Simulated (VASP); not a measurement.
# AlIn2Sb2As: single point with PBE

The system is AlIn2Sb2As.

```
Al In Sb As
1.0
     2.74207   -7.99234    0.00000
     2.74207    7.99234    0.00000
     0.00000    0.00000    4.11442
Al In Sb As
1 2 2 1
Direct
  0.00000 0.00000 0.00000
  0.50000 0.00000 0.50000
  0.00000 0.50000 0.50000
  0.62333 0.37667 0.00000
  0.37667 0.62333 0.00000
  0.50000 0.50000 0.50000
```

The cell was built from a structure type or drawn by symmetry, and may not be a known phase.

* Program: VASP 6.6.1
* Task: single point
* Functional: PBE
* Potentials or basis: VASP PAW PBE potentials, release 64 (Al, In_d, Sb, As)
* Cutoff: 520 eV
* k mesh: 8 × 8 × 10
* Occupations: gaussian, width 0.1 eV
* Spin: no spin polarisation
* Dipole correction: no
* Further INCAR settings: ALGO = Normal; EDIFF = 1e-07; NBANDS = 31

The pressure is 0.0 GPa and the largest force is 0.003 eV/Å. The band gap on the k mesh is zero (bands 22 and 23 overlap by 1.47 eV).

Forces in eV/Å, atoms in the order of the input:
```
Al   0.000  0.000  0.000
In   0.000  0.000  0.000
In   0.000  0.000  0.000
Sb   0.000 -0.003  0.000
Sb   0.000  0.003  0.000
As   0.000  0.000  0.000
```

Levels at points of the mesh, in eV from the Fermi level:
| k point | band 20 | band 21 | band 22 | band 23 | band 24 | band 25 |
| --- | --- | --- | --- | --- | --- | --- |
| (0.00, 0.00, 0.00) | -1.14 | 0.22 | 0.46 | 0.74 | 0.98 | 1.12 |
| (0.50, 0.00, 0.00) | -0.20 | 0.08 | 0.41 | 0.71 | 1.75 | 2.60 |
| (0.50, 0.50, 0.00) | -1.55 | -0.88 | -0.85 | -0.78 | 0.99 | 2.59 |
| (0.00, 0.00, 0.50) | -1.37 | -1.12 | -0.86 | -0.31 | 0.44 | 0.60 |
| (0.50, 0.00, 0.50) | -1.92 | -1.86 | -0.91 | 0.65 | 1.36 | 1.58 |
| (0.50, 0.50, 0.50) | -1.88 | -1.55 | -0.80 | -0.51 | -0.40 | 0.80 |

It took 25 min on 1 thread of Intel Xeon 8259CL (shared host), peak memory 0.89 GiB.

Caveat: spin-orbit coupling is left out, which moves the levels of the heavy elements.
